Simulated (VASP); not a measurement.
# LiSi2B3 (P-6m2) in VASP: a series of runs

Runs on LiSi2B3. Level: PBE. Tasks: relaxation of cell and atoms, single point.

All numbers are computed with VASP 6.6.1; they aren't measurements. Logs are shortened: lines on timing, memory, paths and dates and some standing lists are left out, and cuts for length are marked.

**1. The cell of the first run**

The structure is hexagonal, space group P-6m2 (No. 187). The conventional cell has a = 4.059 Å, b = 4.059 Å, c = 4.871 Å, α = 90.00°, β = 90.00°, γ = 120.00°. Li (site symmetry -6m2) has 6 B at 2.40 Å and 6 Si at 2.88 Å within 3.2 Å. Within 1.6 Å of Si (site symmetry 3m) lie 1 B at 1.17 Å and 1 Si at 1.51 Å. Within 1.4 Å of B (site symmetry 3m) lie 1 B at 1.02 Å and 1 Si at 1.17 Å. B (site symmetry -6m2) has 6 Si at 2.46 Å and 6 B at 3.03 Å and 6 Li at 3.38 Å within 3.4 Å.

The cell was generated, and may not be a known phase.

**2. Relaxation of cell and atoms, PBE**

INCAR reads:

```
SYSTEM = LiSi2B3
PREC     = Accurate       ! precision mode
ENCUT    = 750            ! plane-wave cutoff, eV
EDIFF    = 1E-7           ! SCF threshold, eV
ISMEAR   = 0              ! smearing method
SIGMA    = 0.1            ! smearing width, eV
LREAL    = .False.        ! projectors in reciprocal space
LASPH    = .True.         ! aspherical terms in the spheres
NELM     = 120            ! most SCF steps
ALGO     = Normal         ! electronic algorithm
ISIF     = 3              ! what is computed and relaxed
LWAVE    = .False.        ! write WAVECAR
LCHARG   = .False.        ! write CHGCAR
GGA      = PE             ! functional
IBRION   = 2              ! ionic algorithm
NSW      = 90             ! ionic steps
EDIFFG   = -0.04          ! ionic threshold
GGA_COMPAT= .False.      
NELMIN   = 4
```

KPOINTS reads:

```
regular mesh
0
Gamma
  6 6 4
  0 0 0
```

POSCAR reads:

```
LiSi2B3
1.0
    4.0590885300      0.0000000000      0.0000000000
   -2.0295442600      3.5152737800      0.0000000000
    0.0000000000      0.0000000000      4.8705021900
Li Si B
1 2 3
Direct
    0.0000000000      0.0000000000      0.5000000000
    0.3333333300      0.6666666700      0.8448491600
    0.3333333300      0.6666666700      0.1551508400
    0.3333333300      0.6666666700      0.3948193000
    0.3333333300      0.6666666700      0.6051807000
    0.6666666700      0.3333333300      0.0000000000
```

Potentials or basis: VASP PAW PBE potentials, release 64 (Li_sv, Si, B).

On the command line:

```
> cat potpaw_PBE.64/Li_sv/POTCAR potpaw_PBE.64/Si/POTCAR potpaw_PBE.64/B/POTCAR > POTCAR
> mpirun -np 1 vasp_std > vasp.out
```

OUTCAR:

```text
SYSTEM = LiSi2B3
   PREC = Accurate
   ENCUT = 750
   EDIFF = 1E-7
   ISMEAR = 0
   LREAL = .False.
   LASPH = .True.
   NELM = 120
   ISIF = 3
   GGA = PE
   IBRION = 2
   NSW = 90
   EDIFFG = -0.04
   NELMIN = 4

 ion  position               nearest neighbor table
   1  0.000  0.000  0.500-
   2  0.333  0.667  0.845-   5 1.17   3 1.51   4 2.19   6 2.46   6 2.46   6 2.46
   3  0.333  0.667  0.155-   4 1.17   2 1.51   5 2.19   6 2.46   6 2.46   6 2.46
   4  0.333  0.667  0.395-   5 1.02   3 1.17   2 2.19
   5  0.333  0.667  0.605-   4 1.02   2 1.17   3 2.19
   6  0.667  0.333  0.000-   2 2.46   3 2.46   2 2.46   3 2.46   2 2.46   3 2.46

 -----------------------------------------------------------------------------
|                                                                             |
|           W    W    AA    RRRRR   N    N  II  N    N   GGGG   !!!           |
|           W    W   A  A   R    R  NN   N  II  NN   N  G    G  !!!           |
|           W    W  A    A  R    R  N N  N  II  N N  N  G       !!!           |
|           W WW W  AAAAAA  RRRRR   N  N N  II  N  N N  G  GGG   !            |
|           WW  WW  A    A  R   R   N   NN  II  N   NN  G    G                |
|           W    W  A    A  R    R  N    N  II  N    N   GGGG   !!!           |
|                                                                             |
|     The distance between some ions is very small. Please check the          |
|     nearest-neighbor list in the OUTCAR file.                               |
|     I HOPE YOU KNOW WHAT YOU ARE DOING!                                     |
|                                                                             |
 -----------------------------------------------------------------------------

  LATTYP: Found a hexagonal cell.
 ALAT       =     4.0590885300
 C/A-ratio  =     1.1999004589

  Lattice vectors:

 A1 = (   4.0590885300,   0.0000000000,   0.0000000000)
 A2 = (  -2.0295442600,   3.5152737800,   0.0000000000)
 A3 = (   0.0000000000,   0.0000000000,   4.8705021900)

Analysis of symmetry for initial positions (statically):
=====================================================================
 Subroutine PRICEL returns:
 Original cell was already a primitive cell.

 Routine SETGRP: Setting up the symmetry group for a
 hexagonal supercell.

 Subroutine GETGRP returns: Found 12 space group operations
 (whereof 12 operations were pure point group operations)
 out of a pool of 24 trial point group operations.

The static configuration has the point symmetry D_3h.

Analysis of symmetry for dynamics (positions and initial velocities):
=====================================================================
 Subroutine PRICEL returns:
 Original cell was already a primitive cell.

 Routine SETGRP: Setting up the symmetry group for a
 hexagonal supercell.

 Subroutine GETGRP returns: Found 12 space group operations
 (whereof 12 operations were pure point group operations)
 out of a pool of 24 trial point group operations.

The dynamic configuration has the point symmetry D_3h.

 Subroutine INISYM returns: Found 12 space group operations
 (whereof 12 operations are pure point group operations),
 and found     1 'primitive' translations

----------------------------------------------------------------------------------------

                                     Primitive cell

  volume of cell :      69.4963

  direct lattice vectors                    reciprocal lattice vectors
     4.059088530  0.000000000  0.000000000     0.246360727  0.142236432  0.000000000
    -2.029544260  3.515273780  0.000000000     0.000000000  0.284472864  0.000000000
     0.000000000  0.000000000  4.870502190     0.000000000  0.000000000  0.205317637

  length of vectors
     4.059088530  4.059088525  4.870502190     0.284472864  0.284472864  0.205317637

  position of ions in fractional coordinates (direct lattice)
     0.000000000  0.000000000  0.500000000
     0.333333330  0.666666670  0.844849160
     0.333333330  0.666666670  0.155150840
     0.333333330  0.666666670  0.394819300
     0.333333330  0.666666670  0.605180700
     0.666666670  0.333333330  0.000000000

  ion indices of the primitive-cell ions
   primitive index   ion index
                 1           1
                 2           2
                 3           3
                 4           4
                 5           5
                 6           6

----------------------------------------------------------------------------------------

 KPOINTS: regular mesh

Automatic generation of k-mesh.
 Grid dimensions read from file:
 generate k-points for:    6    6    4

 Generating k-lattice:

  Cartesian coordinates                     Fractional coordinates (reciprocal lattice)
     0.041060121  0.023706072  0.000000000     0.166666667  0.000000000  0.000000000
     0.000000000  0.047412144  0.000000000     0.000000000  0.166666667  0.000000000
[... 47 lines left out ...]
   NFREE  =      1    steps in history (QN), initial steepest desc. (CG)
   ISIF   =      3    stress and relaxation
   ISYM   =      2    0-nonsym 1-usesym 2-fastsym
   POTIM  = 0.5000    time-step for ionic-motion
   TEBEG  =    0.0;   TEEND  =   0.0 temperature during run
   PSTRESS=    0.0 pullay stress
   NELECT =      20.0000    total number of electrons
   NUPDOWN=      -1.0000    fix difference up-down
   EMIN   =  10.00;   EMAX   =-10.00  energy-range for DOS
   EFERMI =   0.00;   METHOD = LEGACY
   ISMEAR =     0;   SIGMA  =   0.10  broadening in eV -4-tet -1-fermi 0-gaus
   EFERMI_NEDOS =   21; number of points for ismear=-14 and -15
   IALGO  =     38    algorithm
   IMIX   =      4    mixing-type and parameters
     AMIX     =   0.40;   BMIX     =  1.00
     AMIX_MAG =   1.60;   BMIX_MAG =  1.00
  volume/ion in A,a.u.               =      11.58        78.16
  Fermi-wavevector in a.u.,A,eV,Ry     =   1.080847  2.042505 15.894747  1.168231
  Thomas-Fermi vector in A             =   2.216849
   LORBIT       =      0    0 simple, 1 ext, 2 COOP (PROOUT), +10 PAW based schemes
   GGA     = PE    functional components
   LHFCALC =     F    Hartree Fock is set to
   AEXX    =    0.0000 exact exchange contribution
   IVDW    =     0    specifies the selected vdW correction
   LEPSILON=     F    determine dielectric tensor
   LRPA    =     F    only Hartree local field effects (RPA)
 conjugate gradient relaxation of ions
 non-spin polarized calculation
 Gauss-broadening in eV      SIGMA  =   0.10
  energy-cutoff  :      750.00
  volume of cell :       69.50
 maximum number of plane-waves:      3257
   NGX = 19   NGY = 19   NGZ = 21

--------------------------------------- Ionic step        1  -------------------------------------------

 number of electron      20.0000001 magnetization

 Free energy of the ion-electron system (eV)
  ---------------------------------------------------
  ext. energy  EPLUGINS =         0.00000000
  ---------------------------------------------------
  free energy    TOTEN  =        21.53946930 eV

  energy without entropy =       21.54684495  energy(sigma->0) =       21.54315713

------------------------ aborting loop because EDIFF is reached ----------------------------------------

  FORCE on cell =-STRESS in cart. coord.  units (eV):
  Direction    XX          YY          ZZ          XY          YZ          ZX
  --------------------------------------------------------------------------------------
  -------------------------------------------------------------------------------------
  Total       -5.0158655     -5.0158655    282.8755378     -0.0000000      0.0000000      0.0000000
  in kB     -115.6365290   -115.6365288   6521.4557778     -0.0000002      0.0000000      0.0000000
  external PRESSURE =    2096.7275733 kB  Pullay stress =       0.0000000 kB
[... 1182 lines left out ...]
 k-point    21 :       0.3333    0.3333    0.5000
  band No.  band energies     occupation
      1     -38.9253      2.00000
      2      -3.8387      2.00000
      3      -2.1476      2.00000
      4      -1.9907      2.00000
      5      -0.1418      2.00000
      6       0.5643      2.00000
      7       0.8116      2.00000
      8       1.5413      2.00000
      9       3.1887      2.00000
     10       3.8486      2.00000
     11       5.4864      2.00000
     12       6.0304      0.53462
     13       6.9953      0.00000
     14       7.9743      0.00000

[... ionic steps 4 to 33 ...]

--------------------------------------- Ionic step       34  -------------------------------------------

 number of electron      20.0000003 magnetization

------------------------ aborting loop because EDIFF is reached ----------------------------------------

  FORCE on cell =-STRESS in cart. coord.  units (eV):
  Direction    XX          YY          ZZ          XY          YZ          ZX
  --------------------------------------------------------------------------------------
  -------------------------------------------------------------------------------------
  Total       -0.0228349     -0.0228349      0.2983907     -0.0000000      0.0000000      0.0000000
  in kB       -0.4894264     -0.4894264      6.3954944     -0.0000000      0.0000000      0.0000000
  external PRESSURE =       1.8055472 kB  Pullay stress =       0.0000000 kB
[... 65 lines left out ...]
  energy  without entropy=      -28.6883962477  energy(sigma->0) =      -28.69241099

--------------------------------------- Ionic step       36  -------------------------------------------

 number of electron      20.0000002 magnetization

 Free energy of the ion-electron system (eV)
  ---------------------------------------------------
  ext. energy  EPLUGINS =         0.00000000
  ---------------------------------------------------
  free energy    TOTEN  =       -28.69699841 eV

  energy without entropy =      -28.68888439  energy(sigma->0) =      -28.69294140

 E-fermi :   5.1127     XC(G=0):  -9.9792

 val. band max:        4.9927468581   @ k =   0.3333  -0.0000   0.0000
 cond. band min:       5.1146464717   @ k =   0.5000  -0.0000   0.0000
 fundamental gap:      0.1218996137
 Fermi energy:         5.1127490411

 k-point     1 :       0.0000    0.0000    0.0000
  band No.  band energies     occupation
      1     -39.2595      2.00000
      2      -8.1989      2.00000
      3      -4.5742      2.00000
      4      -4.1077      2.00000
      5       0.4116      2.00000
      6       1.9669      2.00000
      7       4.2752      2.00000
      8       4.2752      2.00000
      9       5.9141      0.00000
     10       5.9141      0.00000
     11       7.4402      0.00000
     12       8.7236      0.00000
[... 373 lines left out ...]
  FREE ENERGIE OF THE ION-ELECTRON SYSTEM (eV)
  ---------------------------------------------------
  free  energy   TOTEN  =       -28.6969984145 eV

  energy  without entropy=      -28.6888843918  energy(sigma->0) =      -28.69294140

 reached required accuracy - stopping structural energy minimisation
```

Run time: 24 min. Hardware: 1 thread of Oxide Virtual Turin-like, shared host; peak memory 0.22 GiB.

Results:

```yaml
Free_energy: -28.6970 eV
Relaxed_volume: 12.45 Å³/atom
Relaxed_cell: a = 3.385 Å, b = 3.385 Å, c = 7.531 Å, α = 90.00°, β = 90.00°, γ = 120.00°
Space_group_after_relaxing_to_0.1_Å: P-6m2 (No. 187)
Pressure_after_relaxing: 0.1 GPa
Largest_force_after_relaxing: 0.024 eV/Å
Band_gap_on_the_k_mesh: zero (bands 10 and 11 overlap by 2.34 eV)
```

Forces on the atoms (eV/Å):
```
Li   0.000  0.000  0.000
Si   0.000  0.000 -0.009
Si   0.000  0.000  0.009
B    0.000  0.000  0.024
B    0.000  0.000 -0.024
B    0.000  0.000  0.000
```

Final structure:
```cif
data_structure
_symmetry_space_group_name_H-M 'P 1'
_symmetry_Int_Tables_number 1
_cell_length_a 3.3850
_cell_length_b 3.3850
_cell_length_c 7.5307
_cell_angle_alpha 90.000
_cell_angle_beta 90.000
_cell_angle_gamma 120.000
_cell_volume 74.73
loop_
_atom_site_label
_atom_site_type_symbol
_atom_site_fract_x
_atom_site_fract_y
_atom_site_fract_z
_atom_site_occupancy
Li1 Li 0.00000 0.00000 0.50000 1
Si1 Si 0.33333 0.66667 0.14932 1
Si2 Si 0.33333 0.66667 0.85068 1
B1 B 0.33333 0.66667 0.59897 1
B2 B 0.33333 0.66667 0.40103 1
B3 B 0.66667 0.33333 0.00000 1
```

Levels at points of the mesh, in eV from the Fermi level:
| k point | band 6 | band 7 | band 8 | band 9 | band 10 | band 11 | band 12 | band 13 | band 14 |
| --- | --- | --- | --- | --- | --- | --- | --- | --- | --- |
| (0.00, 0.00, 0.00) | -3.15 | -0.84 | -0.84 | 0.80 | 0.80 | 2.33 | 3.61 | 3.61 | 4.14 |
| (0.50, 0.00, 0.00) | -3.98 | -3.88 | -3.02 | -2.87 | -0.38 | 0.00 | 1.19 | 1.96 | 1.99 |
| (0.00, 0.00, 0.50) | -1.62 | -0.76 | -0.76 | 0.56 | 0.56 | 2.24 | 3.45 | 3.45 | 4.23 |
| (0.50, 0.00, 0.50) | -5.51 | -4.49 | -2.81 | -1.56 | -0.78 | -0.51 | 1.17 | 1.58 | 3.92 |

Caveat: a cell axis changed by over 15 % at a fixed basis, so the end point is rough.

(Part 1 of 2 ends here.)

The gap in the log of VASP goes by the Fermi energy; the results here count the filled bands.